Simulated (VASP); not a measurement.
# AlN (I4/mmm) in VASP: further runs

Runs on AlN. Level: PBEsol. Tasks: single point.

The COD entry that gives the cell may itself be a prediction, so a difference from it is no test against experiment.

Program: VASP 6.6.1. These are calculated values, not measurements. Logs are shortened: lines on timing, memory, paths and dates and some standing lists are left out, and cuts for length are marked.

### 1 The cell of the first run

It takes space group I4/mmm (No. 139, tetragonal). The conventional cell has a = 2.785 Å, b = 2.785 Å, c = 4.017 Å, α = 90.00°, β = 90.00°, γ = 90.00°. Al (site symmetry 4/mmm) has 6 N at 1.97 to 2.01 Å within 2.6 Å. Within 2.6 Å of N (site symmetry 4/mmm) lie 6 Al at 1.97 to 2.01 Å.

### 2 Single point, PBEsol

INCAR reads:

```
SYSTEM = AlN
  PREC = Accurate
  ENCUT = 600
  EDIFF = 1E-6
  ISMEAR = -1
  SIGMA = 0.02
  LREAL = .False.
  LASPH = .True.
  NELM = 120
  ALGO = Normal
  ISIF = 2
  LWAVE = .False.
  LCHARG = .True.
  GGA = PS
  LELF = .True.
  LVHAR = .True.
  NBANDS = 11
  GGA_COMPAT = .False.
```

KPOINTS reads:

```
regular mesh
0
Gamma
  8 8 8
  0 0 0
```

POSCAR reads:

```
AlN
1.0
    0.0000000000      1.9690000000      2.0083800000
    1.9690000000      0.0000000000      2.0083800000
    1.9690000000      1.9690000000      0.0000000000
Al N
1 1
Direct
    0.0000000000      0.0000000000      0.0000000000
    0.5000000000      0.5000000000      0.5000000000
```

Potentials or basis: VASP PAW PBE potentials, release 64 (Al, N).

Launch:

```sh
$ cat potpaw_PBE.64/Al/POTCAR potpaw_PBE.64/N/POTCAR > POTCAR
$ mpirun -np 1 vasp_std > vasp.out
```

OUTCAR:

```text
SYSTEM = AlN
   PREC = Accurate
   ENCUT = 600
   EDIFF = 1E-6
   ISMEAR = -1
   LREAL = .False.
   LASPH = .True.
   NELM = 120
   ISIF = 2
   GGA = PS

 ion  position               nearest neighbor table
   1  0.000  0.000  0.000-   2 1.97   2 1.97   2 1.97   2 1.97   2 2.01   2 2.01
   2  0.500  0.500  0.500-   1 1.97   1 1.97   1 1.97   1 1.97   1 2.01   1 2.01

  LATTYP: Found a body centered tetragonal cell.
 ALAT       =     2.7845865043
 C/A-ratio  =     1.4424978336

  Lattice vectors:

 A1 = (  -1.9690000000,   0.0000000000,   2.0083800000)
 A2 = (   1.9690000000,   0.0000000000,   2.0083800000)
 A3 = (   0.0000000000,   1.9690000000,  -2.0083800000)

Analysis of symmetry for initial positions (statically):
=====================================================================
 Subroutine PRICEL returns:
 Original cell was already a primitive cell.

 Routine SETGRP: Setting up the symmetry group for a
 body centered tetragonal supercell.

 Subroutine GETGRP returns: Found 16 space group operations
 (whereof 16 operations were pure point group operations)
 out of a pool of 16 trial point group operations.

The static configuration has the point symmetry D_4h.

Analysis of symmetry for dynamics (positions and initial velocities):
=====================================================================
 Subroutine PRICEL returns:
 Original cell was already a primitive cell.

 Routine SETGRP: Setting up the symmetry group for a
 body centered tetragonal supercell.

 Subroutine GETGRP returns: Found 16 space group operations
 (whereof 16 operations were pure point group operations)
 out of a pool of 16 trial point group operations.

The dynamic configuration has the point symmetry D_4h.

 Subroutine INISYM returns: Found 16 space group operations
 (whereof 16 operations are pure point group operations),
 and found     1 'primitive' translations

----------------------------------------------------------------------------------------

                                     Primitive cell

  volume of cell :      15.5728

  direct lattice vectors                    reciprocal lattice vectors
     0.000000000  1.969000000  2.008380000    -0.253936008  0.253936008  0.248956871
     1.969000000  0.000000000  2.008380000     0.253936008 -0.253936008  0.248956871
     1.969000000  1.969000000  0.000000000     0.253936008  0.253936008 -0.248956871

  length of vectors
     2.812570217  2.812570217  2.784586504     0.436974274  0.436974274  0.436974274

  position of ions in fractional coordinates (direct lattice)
     0.000000000  0.000000000  0.000000000
     0.500000000  0.500000000  0.500000000

  ion indices of the primitive-cell ions
   primitive index   ion index
                 1           1
                 2           2

----------------------------------------------------------------------------------------

 KPOINTS: regular mesh

Automatic generation of k-mesh.
 Grid dimensions read from file:
 generate k-points for:    8    8    8

 Generating k-lattice:

  Cartesian coordinates                     Fractional coordinates (reciprocal lattice)
    -0.031742001  0.031742001  0.031119609     0.125000000 -0.000000000  0.000000000
     0.031742001 -0.031742001  0.031119609    -0.000000000  0.125000000  0.000000000
     0.031742001  0.031742001 -0.031119609     0.000000000  0.000000000  0.125000000

  Length of vectors
     0.054621784  0.054621784  0.054621784

  Shift w.r.t. Gamma in fractional coordinates (k-lattice)
     0.000000000  0.000000000  0.000000000

 Subroutine IBZKPT returns following result:
 ===========================================

 Found     59 irreducible k-points:

 Following reciprocal coordinates:
            Coordinates               Weight
  0.000000  0.000000  0.000000      1.000000
  0.125000  0.000000  0.000000      8.000000
  0.250000  0.000000  0.000000      8.000000
  0.375000  0.000000  0.000000      8.000000
  0.500000  0.000000  0.000000      4.000000
  0.125000  0.125000  0.000000      2.000000
[... 16 lines left out ...]
  0.250000  0.000000  0.125000     16.000000
  0.375000  0.000000  0.125000     16.000000
 [... further k-points ...]
   k-points           NKPTS =     59   k-points in BZ     NKDIM =     59   number of bands    NBANDS=     11
   number of dos      NEDOS =    301   number of ions     NIONS =      2
   total plane-waves  NPLWV =  13824
   dimension x,y,z NGX =    24 NGY =   24 NGZ =   24
   dimension x,y,z NGXF=    48 NGYF=   48 NGZF=   48
   ions per type =               1   1
   NGX,Y,Z   is equivalent  to a cutoff of  14.19, 14.19, 14.33 a.u.
   NGXF,Y,Z  is equivalent  to a cutoff of  28.37, 28.37, 28.66 a.u.
 SYSTEM =  AlN
   PREC   = accura    normal or accurate (medium, high low for compatibility)
   ISTART =      0    job   : 0-new  1-cont  2-samecut
   ICHARG =      2    charge: 1-file 2-atom 10-const
   ISPIN  =      1    spin polarized calculation?
   LNONCOLLINEAR =      F non collinear calculations
   LSORBIT =      F    spin-orbit coupling
   LASPH  =      T    aspherical Exc in radial PAW
   ENCUT  =  600.0 eV  44.10 Ry    6.64 a.u.   5.62  5.62  5.56*2*pi/ulx,y,z
   NELM   =    120;   NELMIN=  2; NELMDL= -5     # of ELM steps
   EDIFF  = 0.1E-05   stopping-criterion for ELM
   LREAL  =      F    real-space projection
   EDIFFG = 0.1E-04   stopping-criterion for IOM
   NSW    =      0    number of steps for IOM
   IBRION =     -1    ionic relax: 0-MD 1-quasi-New 2-CG
   NFREE  =      0    steps in history (QN), initial steepest desc. (CG)
   ISIF   =      2    stress and relaxation
   ISYM   =      2    0-nonsym 1-usesym 2-fastsym
   POTIM  = 0.5000    time-step for ionic-motion
   TEBEG  =    0.0;   TEEND  =   0.0 temperature during run
   PSTRESS=    0.0 pullay stress
   NELECT =       8.0000    total number of electrons
   NUPDOWN=      -1.0000    fix difference up-down
   EMIN   =  10.00;   EMAX   =-10.00  energy-range for DOS
   EFERMI =   0.00;   METHOD = LEGACY
   ISMEAR =    -1;   SIGMA  =   0.02  broadening in eV -4-tet -1-fermi 0-gaus
   EFERMI_NEDOS =   21; number of points for ismear=-14 and -15
   IALGO  =     38    algorithm
   IMIX   =      4    mixing-type and parameters
     AMIX     =   0.40;   BMIX     =  1.00
     AMIX_MAG =   1.60;   BMIX_MAG =  1.00
  volume/ion in A,a.u.               =       7.79        52.55
  Fermi-wavevector in a.u.,A,eV,Ry     =   1.311140  2.477695 23.389612  1.719088
  Thomas-Fermi vector in A             =   2.441622
   LORBIT       =      0    0 simple, 1 ext, 2 COOP (PROOUT), +10 PAW based schemes
   GGA     = PS    functional components
   LHFCALC =     F    Hartree Fock is set to
   AEXX    =    0.0000 exact exchange contribution
   IVDW    =     0    specifies the selected vdW correction
   LEPSILON=     F    determine dielectric tensor
   LRPA    =     F    only Hartree local field effects (RPA)
 non-spin polarized calculation
  energy-cutoff  :      600.00
  volume of cell :       15.57
 maximum number of plane-waves:       540
 NGX is ok and might be reduce to    24
   NGX = 11   NGY = 11   NGZ = 11

 number of electron       8.0000000 magnetization

 Free energy of the ion-electron system (eV)
  ---------------------------------------------------
  ext. energy  EPLUGINS =         0.00000000
  ---------------------------------------------------
  free energy    TOTEN  =       -15.39266186 eV

  energy without entropy =      -15.39266186  energy(sigma->0) =      -15.39266186

 E-fermi :  11.1819     XC(G=0): -12.7343

 val. band max:       10.7649919245   @ k =   0.0000   0.0000   0.0000
 cond. band min:      15.6416158112   @ k =   0.5000   0.0000   0.5000
 fundamental gap:      4.8766238867
 Fermi energy:        11.1818805547

 k-point     1 :       0.0000    0.0000    0.0000
  band No.  band energies     occupation
      1      -7.4295      2.00000
      2      10.6307      2.00000
      3      10.6307      2.00000
      4      10.7650      2.00000
      5      17.2164      0.00000
      6      22.7070      0.00000
      7      22.9840      0.00000
      8      22.9840      0.00000
      9      28.1368      0.00000
     10      28.4737      0.00000
     11      29.1437      0.00000

 k-point     2 :       0.1250    0.0000    0.0000
  band No.  band energies     occupation
      1      -7.0896      2.00000
      2       9.1489      2.00000
      3      10.4381      2.00000
      4      10.4965      2.00000
      5      17.9975      0.00000
      6      21.7548      0.00000
      7      23.2585      0.00000
      8      23.4746      0.00000
      9      26.7814      0.00000
     10      27.3038      0.00000
     11      29.5843      0.00000

 k-point     3 :       0.2500    0.0000    0.0000
  band No.  band energies     occupation
      1      -6.1180      2.00000
      2       6.1754      2.00000
      3      10.0073      2.00000
      4      10.0202      2.00000
      5      17.9981      0.00000
      6      22.2613      0.00000
      7      23.1019      0.00000
      8      23.5388      0.00000
      9      27.1826      0.00000
     10      27.3177      0.00000
     11      28.6271      0.00000

 k-point     4 :       0.3750    0.0000    0.0000
  band No.  band energies     occupation
      1      -4.7447      2.00000
      2       3.3110      2.00000
      3       9.5833      2.00000
      4       9.6529      2.00000
      5      17.3341      0.00000
      6      22.2092      0.00000
      7      22.6718      0.00000
      8      24.0070      0.00000
      9      27.6423      0.00000
     10      29.8982      0.00000
     11      29.9391      0.00000

 k-point     5 :       0.5000    0.0000    0.0000
  band No.  band energies     occupation
      1      -3.8846      2.00000
      2       1.9176      2.00000
      3       9.4221      2.00000
      4       9.5125      2.00000
      5      17.0840      0.00000
      6      21.8538      0.00000
      7      22.3061      0.00000
      8      24.8085      0.00000
      9      27.3148      0.00000
     10      31.8598      0.00000
     11      31.9171      0.00000
[... 211 lines left out ...]
 k-point    21 :       0.5000    0.5000    0.0000
  band No.  band energies     occupation
      1      -2.9222      2.00000
      2       2.7514      2.00000
      3       7.8012      2.00000
      4       7.8012      2.00000
      5      15.8378      0.00000
      6      15.9573      0.00000
      7      25.2131      0.00000
      8      28.9339      0.00000
      9      28.9339      0.00000
     10      34.4908      0.00000
     11      37.7880      0.00000

 k-point    22 :       0.1250    0.0000    0.1250
  band No.  band energies     occupation
      1      -6.9712      2.00000
      2       9.2801      2.00000
      3       9.9992      2.00000
      4      10.1686      2.00000
      5      18.4112      0.00000
      6      20.6789      0.00000
      7      23.8549      0.00000
      8      23.9478      0.00000
      9      25.0010      0.00000
     10      29.1702      0.00000
     11      30.8587      0.00000

 k-point    23 :       0.2500    0.0000    0.1250
  band No.  band energies     occupation
      1      -6.2066      2.00000
      2       7.0898      2.00000
      3       9.5145      2.00000
      4       9.6480      2.00000
      5      18.8731      0.00000
      6      20.3015      0.00000
      7      22.8008      0.00000
      8      24.4299      0.00000
      9      25.6235      0.00000
     10      29.0959      0.00000
     11      30.8988      0.00000

 k-point    24 :       0.3750    0.0000    0.1250
  band No.  band energies     occupation
      1      -4.9474      2.00000
      2       4.3255      2.00000
      3       8.9468      2.00000
      4       9.1616      2.00000
      5      18.2405      0.00000
      6      21.4649      0.00000
      7      22.3171      0.00000
      8      23.6417      0.00000
      9      27.6691      0.00000
     10      30.2961      0.00000
     11      31.0447      0.00000

 [... further k-points ...]

------------------------ aborting loop because EDIFF is reached ----------------------------------------

  FORCE on cell =-STRESS in cart. coord.  units (eV):
  Direction    XX          YY          ZZ          XY          YZ          ZX
  --------------------------------------------------------------------------------------
  -------------------------------------------------------------------------------------
  Total        2.0064736      2.0064736      1.2449138      0.0000000     -0.0000000      0.0000000
  in kB      206.4318543    206.4318543    128.0803667      0.0000000     -0.0000000      0.0000000
  external PRESSURE =     180.3146918 kB  Pullay stress =       0.0000000 kB

 VOLUME and BASIS-vectors are now :
 -----------------------------------------------------------------------------
  energy-cutoff  :      600.00
  volume of cell :       15.57
      direct lattice vectors                 reciprocal lattice vectors
     0.000000000  1.969000000  2.008380000    -0.253936008  0.253936008  0.248956871
     1.969000000  0.000000000  2.008380000     0.253936008 -0.253936008  0.248956871
     1.969000000  1.969000000  0.000000000     0.253936008  0.253936008 -0.248956871

 POSITION                                       TOTAL-FORCE (eV/Angst)
 -----------------------------------------------------------------------------------
      0.00000      0.00000      0.00000         0.000000      0.000000     -0.000000
      1.96900      1.96900      2.00838         0.000000      0.000000      0.000000
 -----------------------------------------------------------------------------------
    total drift:                               -0.000000     -0.000000      0.000000

  FREE ENERGIE OF THE ION-ELECTRON SYSTEM (eV)
  ---------------------------------------------------
  free  energy   TOTEN  =       -15.3926618598 eV

  energy  without entropy=      -15.3926618598  energy(sigma->0) =      -15.39266186
```

Wall time 5.6 s (1 thread of Intel Xeon 6975P-C, shared host); peak memory 0.14 GiB.

Results:

- Free energy: -15.3927 eV
- Pressure: 18.0 GPa
- Band gap on the k mesh: 4.88 eV, indirect (least direct gap 6.45 eV)

Stress tensor (GPa, compression positive):
```
20.64  0.00  0.00
 0.00 20.64  0.00
 0.00  0.00 12.81
```

Caveat: the PAW data sets were made with another functional, which shifts forces and pressure a little.

[end of part 1 of 2]
